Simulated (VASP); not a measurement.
# InP (F-43m) in VASP: a series of runs

Runs on InP. Level: LDA. Tasks: single point.

All numbers are computed with VASP 6.6.1; they aren't measurements. Logs are shortened: lines on timing, memory, paths and dates and some standing lists are left out, and cuts for length are marked.

## 1. The cell of the first run

Symmetry: F-43m, No. 216, cubic system. Conventional cell: a = 5.890 Å, b = 5.890 Å, c = 5.890 Å, α = 90.00°, β = 90.00°, γ = 90.00°. In (site symmetry -43m) has 4 P at 2.55 Å within 3.4 Å. P (site symmetry -43m) has 4 In at 2.55 Å within 3.4 Å.

## 2. Single point, LDA

INCAR

```
SYSTEM = InP
PREC = Accurate
ENCUT = 500
EDIFF = 1E-6
ISMEAR = 0
SIGMA = 0.1
LREAL = .FALSE.
LASPH = .TRUE.
NELM = 120
ALGO = Normal
ISIF = 2
LWAVE = .FALSE.
LCHARG = .TRUE.
GGA = CA
LELF = .TRUE.
LVHAR = .TRUE.
NBANDS = 16
GGA_COMPAT = .FALSE.
```

KPOINTS

```
Automatic mesh
0
G
  6 6 6
  0 0 0
```

POSCAR

```
InP
1.0
    0.0000000000      2.9450000000      2.9450000000
    2.9450000000      0.0000000000      2.9450000000
    2.9450000000      2.9450000000      0.0000000000
In P
1 1
Direct
    0.0000000000      0.0000000000      0.0000000000
    0.2500000000      0.2500000000      0.2500000000
```

Potentials or basis: VASP PAW LDA potentials, release 64 (In_d, P).

On the command line:

```bash
> cat potpaw_LDA.64/In_d/POTCAR potpaw_LDA.64/P/POTCAR > POTCAR
> mpirun -np 1 vasp_std > vasp.out
```

OUTCAR:

```text
SYSTEM = InP
   PREC = Accurate
   ENCUT = 500
   EDIFF = 1E-6
   ISMEAR = 0
   LREAL = .FALSE.
   LASPH = .TRUE.
   NELM = 120
   ISIF = 2
   GGA = CA

 ion  position               nearest neighbor table
   1  0.000  0.000  0.000-   2 2.55   2 2.55   2 2.55   2 2.55
   2  0.250  0.250  0.250-   1 2.55   1 2.55   1 2.55   1 2.55

  LATTYP: Found a face centered cubic cell.
 ALAT       =     5.8900000000

  Lattice vectors:

 A1 = (   0.0000000000,   2.9450000000,   2.9450000000)
 A2 = (   2.9450000000,   0.0000000000,   2.9450000000)
 A3 = (   2.9450000000,   2.9450000000,   0.0000000000)

Analysis of symmetry for initial positions (statically):
=====================================================================
 Subroutine PRICEL returns:
 Original cell was already a primitive cell.

 Routine SETGRP: Setting up the symmetry group for a
 face centered cubic supercell.

 Subroutine GETGRP returns: Found 24 space group operations
 (whereof 24 operations were pure point group operations)
 out of a pool of 48 trial point group operations.

The static configuration has the point symmetry T_d .

Analysis of symmetry for dynamics (positions and initial velocities):
=====================================================================
 Subroutine PRICEL returns:
 Original cell was already a primitive cell.

 Routine SETGRP: Setting up the symmetry group for a
 face centered cubic supercell.

 Subroutine GETGRP returns: Found 24 space group operations
 (whereof 24 operations were pure point group operations)
 out of a pool of 48 trial point group operations.

The dynamic configuration has the point symmetry T_d .

 Subroutine INISYM returns: Found 24 space group operations
 (whereof 24 operations are pure point group operations),
 and found     1 'primitive' translations

----------------------------------------------------------------------------------------

                                     Primitive cell

  volume of cell :      51.0841

  direct lattice vectors                    reciprocal lattice vectors
     0.000000000  2.945000000  2.945000000    -0.169779287  0.169779287  0.169779287
     2.945000000  0.000000000  2.945000000     0.169779287 -0.169779287  0.169779287
     2.945000000  2.945000000  0.000000000     0.169779287  0.169779287 -0.169779287

  length of vectors
     4.164858941  4.164858941  4.164858941     0.294066351  0.294066351  0.294066351

[... 70 lines left out ...]
   NELM   =    120;   NELMIN=  2; NELMDL= -5     # of ELM steps
   EDIFF  = 0.1E-05   stopping-criterion for ELM
   LREAL  =      F    real-space projection
   EDIFFG = 0.1E-04   stopping-criterion for IOM
   NSW    =      0    number of steps for IOM
   IBRION =     -1    ionic relax: 0-MD 1-quasi-New 2-CG
   NFREE  =      0    steps in history (QN), initial steepest desc. (CG)
   ISIF   =      2    stress and relaxation
   ISYM   =      2    0-nonsym 1-usesym 2-fastsym
   POTIM  = 0.5000    time-step for ionic-motion
   TEBEG  =    0.0;   TEEND  =   0.0 temperature during run
   PSTRESS=    0.0 pullay stress
   NELECT =      18.0000    total number of electrons
   NUPDOWN=      -1.0000    fix difference up-down
   EMIN   =  10.00;   EMAX   =-10.00  energy-range for DOS
   EFERMI =   0.00;   METHOD = LEGACY
   ISMEAR =     0;   SIGMA  =   0.10  broadening in eV -4-tet -1-fermi 0-gaus
   EFERMI_NEDOS =   21; number of points for ismear=-14 and -15
   IALGO  =     38    algorithm
   IMIX   =      4    mixing-type and parameters
     AMIX     =   0.40;   BMIX     =  1.00
     AMIX_MAG =   1.60;   BMIX_MAG =  1.00
  volume/ion in A,a.u.               =      25.54       172.37
  Fermi-wavevector in a.u.,A,eV,Ry     =   1.156300  2.185089 18.191380  1.337029
  Thomas-Fermi vector in A             =   2.292921
   LORBIT       =      0    0 simple, 1 ext, 2 COOP (PROOUT), +10 PAW based schemes
   GGA     = CA    functional components
   LHFCALC =     F    Hartree Fock is set to
   AEXX    =    0.0000 exact exchange contribution
   IVDW    =     0    specifies the selected vdW correction
   LEPSILON=     F    determine dielectric tensor
   LRPA    =     F    only Hartree local field effects (RPA)
 non-spin polarized calculation
 Gauss-broadening in eV      SIGMA  =   0.10
  energy-cutoff  :      500.00
  volume of cell :       51.08
 maximum number of plane-waves:      1313
   NGX = 15   NGY = 15   NGZ = 15

 number of electron      18.0000001 magnetization

 Free energy of the ion-electron system (eV)
  ---------------------------------------------------
  ext. energy  EPLUGINS =         0.00000000
  ---------------------------------------------------
  free energy    TOTEN  =        -9.64921048 eV

  energy without entropy =       -9.64920107  energy(sigma->0) =       -9.64920578

 E-fermi :   5.0790     XC(G=0):  -9.5456

 val. band max:        4.8538327630   @ k =   0.0000   0.0000   0.0000
 cond. band min:       5.2805729851   @ k =   0.0000   0.0000   0.0000
 fundamental gap:      0.4267402220
 Fermi energy:         5.0789746604

 k-point     1 :       0.0000    0.0000    0.0000
  band No.  band energies     occupation
      1      -9.3110      2.00000
      2      -9.3110      2.00000
      3      -9.3110      2.00000
      4      -9.1637      2.00000
      5      -9.1637      2.00000
      6      -6.5918      2.00000
[... 281 lines left out ...]
      3      -9.2178      2.00000
      4      -9.1917      2.00000
      5      -9.1426      2.00000
      6      -4.1746      2.00000
[... 8 lines left out ...]
     15      16.0121      0.00000
     16      16.6606      0.00000

------------------------ aborting loop because EDIFF is reached ----------------------------------------

  FORCE on cell =-STRESS in cart. coord.  units (eV):
  Direction    XX          YY          ZZ          XY          YZ          ZX
  --------------------------------------------------------------------------------------
  -------------------------------------------------------------------------------------
  Total       -0.6823814     -0.6823814     -0.6823814      0.0000000      0.0000000      0.0000000
  in kB      -21.4018767    -21.4018767    -21.4018767      0.0000000      0.0000000      0.0000000
  external PRESSURE =     -21.4018767 kB  Pullay stress =       0.0000000 kB

 VOLUME and BASIS-vectors are now :
 -----------------------------------------------------------------------------
  energy-cutoff  :      500.00
  volume of cell :       51.08
      direct lattice vectors                 reciprocal lattice vectors
     0.000000000  2.945000000  2.945000000    -0.169779287  0.169779287  0.169779287
     2.945000000  0.000000000  2.945000000     0.169779287 -0.169779287  0.169779287
     2.945000000  2.945000000  0.000000000     0.169779287  0.169779287 -0.169779287

 POSITION                                       TOTAL-FORCE (eV/Angst)
 -----------------------------------------------------------------------------------
      0.00000      0.00000      0.00000         0.000000      0.000000      0.000000
      1.47250      1.47250      1.47250        -0.000000     -0.000000     -0.000000
 -----------------------------------------------------------------------------------
    total drift:                                0.000000      0.000000     -0.000000

  FREE ENERGIE OF THE ION-ELECTRON SYSTEM (eV)
  ---------------------------------------------------
  free  energy   TOTEN  =        -9.6492104828 eV

  energy  without entropy=       -9.6492010679  energy(sigma->0) =       -9.64920578
```

OSZICAR:

```text
N       E                     dE             d eps       ncg     rms          rms(c)
DAV:   1     0.109186359921E+03    0.10919E+03   -0.83321E+03   528   0.124E+03
DAV:   2    -0.244052761145E+01   -0.11163E+03   -0.10691E+03   568   0.304E+02
DAV:   3    -0.987723320760E+01   -0.74367E+01   -0.74054E+01   640   0.757E+01
DAV:   4    -0.100730756826E+02   -0.19584E+00   -0.19579E+00   672   0.131E+01
DAV:   5    -0.100819955474E+02   -0.89199E-02   -0.89197E-02   752   0.239E+00    0.568E+00
DAV:   6    -0.969563855170E+01    0.38636E+00   -0.58045E-01   840   0.124E+01    0.337E+00
DAV:   7    -0.965462798821E+01    0.41011E-01   -0.13083E-01   712   0.287E+00    0.116E+00
DAV:   8    -0.964935080028E+01    0.52772E-02   -0.12355E-02   672   0.126E+00    0.336E-01
DAV:   9    -0.964917805588E+01    0.17274E-03   -0.94398E-04   688   0.320E-01    0.166E-01
DAV:  10    -0.964920806294E+01   -0.30007E-04   -0.14465E-04   808   0.165E-01    0.952E-02
DAV:  11    -0.964921287430E+01   -0.48114E-05   -0.31561E-05   768   0.873E-02    0.584E-02
DAV:  12    -0.964921046817E+01    0.24061E-05   -0.47845E-06   608   0.156E-02    0.880E-03
DAV:  13    -0.964921048278E+01   -0.14608E-07   -0.49952E-07   344   0.408E-03
   1 F= -.96492105E+01 E0= -.96492058E+01  d E =-.941491E-05
```

Run time: 10 s. Hardware: 1 thread of Intel Xeon 6975P-C (Granite Rapids), shared host; peak memory 0.14 GiB.

What came out:

```yaml
Free_energy: -9.6492 eV
Pressure: -2.1 GPa
Band_gap_on_the_k_mesh: 0.43 eV
```

Levels at points of the mesh, in eV from the valence-band top:
| k point | band 6 | band 7 | band 8 | band 9 | band 10 | band 11 | band 12 | band 13 |
| --- | --- | --- | --- | --- | --- | --- | --- | --- |
| (0.00, 0.00, 0.00) | -11.45 | 0.00 | 0.00 | 0.00 | 0.43 | 3.96 | 3.96 | 3.96 |
| (0.50, 0.00, 0.00) | -9.74 | -5.76 | -0.97 | -0.97 | 1.29 | 4.69 | 4.69 | 6.86 |
| (0.50, 0.50, 0.00) | -9.09 | -5.80 | -2.31 | -2.31 | 1.61 | 2.12 | 8.90 | 9.33 |

Caveat: spin-orbit coupling is left out, which moves the levels of the heavy elements.

## 3. Single point, LDA

This run uses another cell than the first one, of 24.73 Å³/atom.

INCAR

```
PREC     = Accurate       # precision mode
ENCUT    = 500            # plane-wave cutoff, eV
EDIFF    = 1E-6           # SCF threshold, eV
ISMEAR   = 0              # smearing method
SIGMA    = 0.02           # smearing width, eV
LREAL    = False          # projectors in reciprocal space
LASPH    = True           # aspherical terms in the spheres
NELM     = 120            # most SCF steps
ALGO     = Normal         # electronic algorithm
ISIF     = 2              # what is computed and relaxed
LWAVE    = False          # write WAVECAR
LCHARG   = False          # write CHGCAR
GGA      = CA             # functional
NBANDS   = 16             # bands
GGA_COMPAT= False
```

KPOINTS

```
regular mesh
0
Gamma
  10 10 10
```

POSCAR

```
InP
1.0
    0.0000000000      2.9134252615      2.9134252615
    2.9134252615      0.0000000000      2.9134252615
    2.9134252615      2.9134252615      0.0000000000
In P
1 1
Direct
    0.0000000000      0.0000000000      0.0000000000
    0.2500000000      0.2500000000      0.2500000000
```

Potentials or basis: VASP PAW LDA potentials, release 64 (In_d, P).

On the command line:

```bash
> cat potpaw_LDA.64/In_d/POTCAR potpaw_LDA.64/P/POTCAR > POTCAR
> mpirun -np 1 vasp_std > vasp.out
```

Wall time 20 s (1 thread of Intel Xeon 6975P-C (Granite Rapids), shared host); peak memory 0.17 GiB.

Results (log left out):

```yaml
Free_energy: -9.6742 eV
Pressure: 0.0 GPa
Band_gap_on_the_k_mesh: 0.61 eV
```

Levels at points of the mesh, in eV from the valence-band top:
| k point | band 6 | band 7 | band 8 | band 9 | band 10 | band 11 | band 12 | band 13 |
| --- | --- | --- | --- | --- | --- | --- | --- | --- |
| (0.00, 0.00, 0.00) | -11.67 | 0.00 | 0.00 | 0.00 | 0.61 | 3.96 | 3.96 | 3.96 |
| (0.50, 0.00, 0.00) | -9.86 | -5.92 | -1.02 | -1.02 | 1.37 | 4.71 | 4.71 | 6.93 |
| (0.50, 0.50, 0.00) | -9.16 | -5.94 | -2.42 | -2.42 | 1.57 | 2.12 | 9.10 | 9.55 |

Caveat: spin-orbit coupling is left out, which moves the levels of the heavy elements.
